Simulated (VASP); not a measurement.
## Si7Ge: single point with PBEsol

Si7Ge:

```
CELL_PARAMETERS angstrom
5.49489 0.05623 -0.02513
0.05623 5.49038 -0.01897
-0.02513 -0.01897 5.51791
ATOMIC_POSITIONS crystal
Si 0.26902 0.24733 0.29488
Si 0.97587 0.51743 0.49932
Si 0.54593 0.47250 0.04830
Si 0.46676 0.97073 0.46041
Si 0.74197 0.23664 0.74951
Si 0.76229 0.78171 0.24708
Si 0.23063 0.78226 0.72461
Ge 0.00754 0.99140 0.97590
```

This cell differs from its parent crystal: atoms moved at random and the cell strained at random.

```json
{"Program": "VASP 6.6.1", "Task": "single point", "Functional": "PBEsol", "Potentials or basis": "VASP PAW PBE potentials, release 64 (Si, Ge_d)", "Cutoff": "520 eV", "k mesh": "6 × 6 × 6", "Occupations": "gaussian, width 0.03 eV", "Spin": "no spin polarisation"}
```

- Pressure: 2.2 GPa
- Largest force: 5.271 eV/Å
- Band gap on the k mesh: zero (bands 21 and 22 overlap by 0.10 eV)

Forces in eV/Å, atoms in the order of the input:
```
Si  -2.702  3.271 -3.127
Si   0.663 -0.920  0.763
Si  -1.475  0.691 -1.135
Si   2.640 -0.716  2.865
Si  -0.665  0.518 -0.942
Si   0.140 -1.388 -0.722
Si   1.619 -3.682  0.169
Ge  -0.219  2.226  2.128
```

Stress tensor (GPa, compression positive):
```
 1.99 -6.17 -1.81
-6.17  3.29 -1.93
-1.81 -1.93  1.22
```

Levels at points of the mesh, in eV from the Fermi level:
```tsv
k point	band 19	band 20	band 21	band 22	band 23	band 24
(0.00, 0.00, 0.00)	-0.90	-0.45	-0.32	0.06	0.22	0.46
(0.50, 0.00, 0.00)	-2.05	-1.73	-1.54	0.59	0.69	2.34
(0.00, 0.50, 0.00)	-1.92	-1.85	-1.14	0.36	0.73	2.13
(0.50, 0.50, 0.00)	-1.69	-1.25	-0.67	1.38	1.65	2.18
(0.00, 0.00, 0.50)	-2.27	-1.79	-1.10	0.44	0.73	2.47
(0.50, 0.00, 0.50)	-1.45	-1.02	-0.76	1.11	1.54	2.03
(0.00, 0.50, 0.50)	-1.52	-1.31	-0.92	1.59	1.79	1.92
(0.50, 0.50, 0.50)	-1.31	-0.61	-0.40	0.50	0.89	1.03
```

It took 3.6 min on 1 thread of Intel(R) Xeon(R) 6975P-C (Granite Rapids), with other jobs on the host, peak memory 0.57 GiB.

Caveat: the cell differs from its parent crystal (atoms moved at random and the cell strained at random); semilocal functionals underestimate gaps, so a narrow gap can read as zero; the PAW data sets were made with another functional, which shifts forces and pressure a little.
